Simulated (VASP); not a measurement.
Input of a VASP 6.6.1 run:

Contents of INCAR:

```
SYSTEM = NaH
ALGO = Normal ; EDIFF = 1E-6
ENCUT = 520 ; GGA = PE
ISIF = 2 ; ISMEAR = 0
LASPH = .TRUE. ; LCHARG = .TRUE.
LELF = .TRUE. ; LREAL = .FALSE.
LVHAR = .TRUE. ; LWAVE = .FALSE.
NBANDS = 16 ; NELM = 80
PREC = Accurate ; SIGMA = 0.01
```

Contents of KPOINTS:

```
k-points
0
G
  6 6 4
  0 0 0
```

POSCAR

```
NaH
1.0
    3.9533072841      0.0000000000      0.0000000000
   -1.9766536420      3.4236645370      0.0000000000
    0.0000000000      0.0000000000      4.8283237770
Na H
2 2
Direct
    0.3333333333      0.6666666667      0.2500000000
    0.6666666667      0.3333333333      0.7500000000
    0.6666666667      0.3333333333      0.2500000000
    0.3333333333      0.6666666667      0.7500000000
```

Potentials or basis: VASP PAW PBE potentials, release 64 (Na_pv, H).

Run with:

```console
$ cat potpaw_PBE.64/Na_pv/POTCAR potpaw_PBE.64/H/POTCAR > POTCAR
$ mpirun -np 1 vasp_std > vasp.out
```

**Question.** Estimate the band gap on the k mesh.

**Answer.** 3.33 eV (least direct gap 4.24 eV).

**Question.** Predict the pressure.

**Answer.** 0.3 GPa.

Stress tensor (GPa, compression positive):
```
0.31 0.00 0.00
0.00 0.31 0.00
0.00 0.00 0.42
```

A k mesh can miss the band edges.
